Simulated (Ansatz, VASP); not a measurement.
# CdS: VASP beside Ansatz

```
Cd S
1.0
     4.15000    0.00000    0.00000
    -2.07500    3.59401    0.00000
     0.00000    0.00000    6.73700
Cd S
2 2
Direct
  0.66667 0.33333 0.50000
  0.33333 0.66667 0.00000
  0.66667 0.33333 0.87500
  0.33333 0.66667 0.37500
```

Alike in both runs: task relaxation of cell and atoms; functional BLYP; k mesh 7 × 7 × 4; occupations fermi-dirac, width 0.05 eV; no spin polarisation.

```csv
,VASP,Ansatz
version,VASP 6.6.1,Ansatz 0.2.0
potentials or method,"VASP PAW PBE potentials, release 64 (Cd, S)",Ansatz PAW
plane-wave cutoff (eV),600,420
valence electrons in the cell,36,52
```

Ansatz gave:

```
relaxed volume (Å³/atom)                                     : 27.55
relaxed cell length with the largest relative difference (Å) : 6.970
```

Question: Estimate VASP's values.

Answer: Relaxed volume (Å³/atom): 27.68; relaxed cell length with the largest relative difference (Å): 6.983.

VASP's potentials were made for PBE, not for BLYP. VASP's potentials hold 36 valence electrons a cell and Ansatz's 52, so a difference there can come from the potentials and not from the codes.

Noted on Ansatz's run: odd divisions of the mesh miss points on the zone boundary, where band edges often lie, so the gap on the mesh can be too wide; the plane-wave basis is chosen anew once the cell has moved, so the energies of steps on either side of that aren't comparable.
